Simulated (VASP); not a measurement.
AlIr, 2 atoms in the cell. The typed cell holds 2 atoms: a = 2.995 Å, b = 2.995 Å, c = 2.995 Å, α = 90.00°, β = 90.00°, γ = 90.00°. 

```yaml
Program: VASP 6.6.1
Task: single point
Functional: PBEsol
Potentials_or_basis: VASP PAW PBE potentials, release 64 (Al, Ir)
Cutoff: 500 eV
k_mesh: 4 × 4 × 4
Occupations: fermi-dirac, width 0.1 eV
Spin: no spin polarisation
Dipole_correction: no
Further_INCAR_settings: ALGO = Normal; EDIFF = 1e-06; NBANDS = 13
```

Potentials or basis: VASP PAW PBE potentials, release 64 (Al, Ir).

Run with:

```console
$ cat potpaw_PBE.64/Al/POTCAR potpaw_PBE.64/Ir/POTCAR > POTCAR
$ mpirun -np 1 vasp_std > vasp.out
```

Hardware: 1 thread of Intel Xeon 8259CL (shared host).

Question: Estimate the wall time of this run.

Answer: Wall time 11 s on 1 thread of Intel Xeon 8259CL, with other jobs on the host, peak memory 0.14 GiB. Counts: scf iterations 11, k points 36.
